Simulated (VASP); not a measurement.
Here is a VASP 6.6.1 calculation.

File INCAR:

```
SYSTEM = AlN
PREC     = Accurate       ! precision mode
ENCUT    = 520            ! plane-wave cutoff, eV
EDIFF    = 1E-6           ! SCF threshold, eV
ISMEAR   = 0              ! smearing method
SIGMA    = 0.02           ! smearing width, eV
LREAL    = .False.        ! projectors in reciprocal space
LASPH    = .True.         ! aspherical terms in the spheres
NELM     = 60             ! most SCF steps
ALGO     = Normal         ! electronic algorithm
ISIF     = 2              ! what is computed and relaxed
LWAVE    = .False.        ! write WAVECAR
LCHARG   = .False.        ! write CHGCAR
GGA      = PE             ! functional
NBANDS   = 11             ! bands
```

The input KPOINTS:

```
Automatic mesh
0
Gamma
  10 10 10
  0 0 0
```

Contents of POSCAR:

```
AlN
1.0
    0.0000000000      2.2095150007      2.2095150007
    2.2095150007      0.0000000000      2.2095150007
    2.2095150007      2.2095150007      0.0000000000
Al N
1 1
Direct
    0.0000000000      0.0000000000      0.0000000000
    0.7500000000      0.7500000000      0.7500000000
```

Potentials or basis: VASP PAW PBE potentials, release 64 (Al, N).

Run with:

```console
$ cat potpaw_PBE.64/Al/POTCAR potpaw_PBE.64/N/POTCAR > POTCAR
$ mpirun -np 1 vasp_std > vasp.out
```

Problem. What does it give for the pressure?

Solution. -2.3 GPa.

Problem. What does it give for the band gap on the k mesh?

Solution. 3.30 eV (least direct gap 3.89 eV).

A k mesh can miss the band edges.
